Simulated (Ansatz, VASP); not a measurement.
# NbP in VASP and in Ansatz

```
CELL_PARAMETERS angstrom
0.00000 2.21729 2.21729
2.21729 0.00000 2.21729
2.21729 2.21729 0.00000
ATOMIC_POSITIONS crystal
Nb 0.00000 0.00000 0.00000
P 0.25000 0.25000 0.25000
```

Change from the starting cell: volume scaled by 0.5, norm-conserving files.

Alike in both runs: task single point; functional PBE; k mesh 12 × 12 × 12; occupations fermi-dirac, width 0.08 eV; no spin polarisation.

|  | VASP | Ansatz |
| --- | --- | --- |
| version | VASP 6.6.1 | Ansatz 0.2.0 |
| potentials or method | VASP PAW PBE potentials, release 64 (Nb_sv, P) | norm-conserving pseudopotentials, scalar-relativistic |
| plane-wave cutoff (eV) | 500 | 1116 |
| valence electrons in the cell | 18 | 18 |

```csv
,VASP,Ansatz,Ansatz less VASP
pressure (GPa),269.8,269.9,+0.03
```

Both programs put the cell under a high pressure, so it lies far from rest at this level.

Noted on VASP's run: the cell as given lies far from equilibrium.
